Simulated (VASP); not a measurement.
The system is C.

```
CELL_PARAMETERS angstrom
0.00000 1.75837 1.75837
1.75837 0.00000 1.75837
1.75837 1.75837 0.00000
ATOMIC_POSITIONS crystal
C 0.50000 0.50000 0.50000
C 0.75000 0.75000 0.75000
```

Base run:

```yaml
Program: VASP 6.6.1
Functional: PBEsol
Potentials_or_basis: VASP PAW PBE potentials, release 64 (C_h)
Cutoff: 910 eV
k_mesh: 10 × 10 × 10
Occupations: gaussian, width 0.01 eV
Spin: no spin polarisation
```

Its results: band gap on the k mesh 4.13 eV, indirect (least direct gap 5.66 eV); pressure 15.0 GPa.

Q: The run is repeated on the same cell with these changes: potentials or basis from VASP PAW PBE potentials, release 64 (C_h) to VASP PAW PBE potentials, release 64 (C); cutoff from 910 eV to 520 eV. What comes out?

A: Band gap on the k mesh 4.13 eV, indirect (least direct gap 5.66 eV); pressure 16.3 GPa.

Caveats: the PAW data sets were made with another functional, which shifts forces and pressure a little; the cutoff is under 1.25 times the usual one of these potentials, so pressure, stress and relaxed cells hold a basis-set (Pulay) error (some runs).

A k mesh can miss the band edges.
